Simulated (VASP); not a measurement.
Li12Cl3O4 (a cell with a defect), 19 atoms in the cell. The cell holds a defect, 19 atoms: a = 6.650 Å, b = 6.650 Å, c = 6.650 Å, α = 109.47°, β = 109.47°, γ = 109.47°. 

* Program: VASP 6.6.1
* Task: single point
* Functional: PBEsol
* Potentials or basis: VASP PAW PBE potentials, release 64 (Li_sv, Cl, O)
* Cutoff: 520 eV
* k mesh: 4 × 4 × 4
* Occupations: gaussian, width 0.05 eV
* Spin: no spin polarisation
* Dipole correction: no
* Charge: 1
* Further INCAR settings: LREAL = Auto; ALGO = Normal; EDIFF = 1e-06; NBANDS = 56; NELECT = 80.0

Potentials or basis: VASP PAW PBE potentials, release 64 (Li_sv, Cl, O).

Command:

```sh
$ cat potpaw_PBE.64/Li_sv/POTCAR potpaw_PBE.64/Cl/POTCAR potpaw_PBE.64/O/POTCAR > POTCAR
$ mpirun -np 1 vasp_std > vasp.out
```

Hardware: 1 thread of Oxide Virtual Turin-like Processor (shared host).

Problem. Estimate the wall time of this run.

Solution. Run time: 4.2 min on 1 thread of Oxide Virtual Turin-like Processor, on a shared host, peak memory 0.38 GiB. Counts: scf iterations 16, k points 13.
